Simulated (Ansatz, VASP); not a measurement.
GaN: VASP beside Ansatz

Contents of INCAR:

```
ALGO = Normal
EDIFF = 1E-6
ENCUT = 520
GGA = PE
ISIF = 2
ISMEAR = 0
LASPH = True
LCHARG = False
LREAL = False
LWAVE = False
NBANDS = 26
NELM = 100
PREC = Accurate
SIGMA = 0.05
```

The input KPOINTS:

```
k-points
0
Gamma
  12 12 6
```

File POSCAR:

```
GaN
1.0
    3.1799996605      0.0000000000      0.0000000000
   -1.5899998303      2.7539604900      0.0000000000
    0.0000000000      0.0000000000      5.1660000000
Ga N
2 2
Direct
    0.3333333333      0.6666666667      0.0000000000
    0.6666666667      0.3333333333      0.5000000000
    0.3018867891      0.6666666667      0.3750000000
    0.6666666667      0.3333333333      0.8750000000
```

Input for Ansatz:

```yaml
crystal:
  lattice:
    - [3.1799996605, 0.0, 0.0]
    - [-1.5899998303, 2.75396049, 0.0]
    - [0.0, 0.0, 5.166]
  atoms:
    - { symbol: Ga, position: [0.3333333333, 0.6666666667, 0.0] }
    - { symbol: Ga, position: [0.6666666667, 0.3333333333, 0.5] }
    - { symbol: "N", position: [0.3018867891, 0.6666666667, 0.375] }
    - { symbol: "N", position: [0.6666666667, 0.3333333333, 0.875] }
basis:
  ecutwfc: 420
kpoints:
  mp_grid: { grid: [12, 12, 6] }
hamiltonian:
  xc: pbe
scf:
  occupations: { method: gaussian, width: 0.05 }
output:
  forces: true
  stress: true
  eigenvalues: true
```

Alike in both runs: task single point; functional PBE; k mesh 12 × 12 × 6; occupations gaussian, width 0.05 eV; no spin polarisation.

```csv
,VASP,Ansatz
version,VASP 6.6.1,Ansatz 0.2.0
potentials or method,"VASP PAW PBE potentials, release 64 (Ga_d, N), cutoff 520 eV","scalar-relativistic, plane waves, PAW"
valence electrons in the cell,36,36
```

|  | VASP | Ansatz | Ansatz less VASP |
| --- | --- | --- | --- |
| gap on the k mesh at the Fermi level (eV) | 1.91 | 1.90 | -0.008 |
| least direct gap on the mesh (eV) | 1.91 | 1.90 | -0.008 |
| pressure (GPa) | 7.9 | 7.8 | -0.03 |
| traceless stress, the component that is largest in VASP (GPa) | 3.50 | 3.55 | +0.059 |
| rms of the force components (eV/Å) | 0.534 | 0.543 | +0.0085 |

Atom by atom the forces differ by 0.009 eV/Å (rms over components).
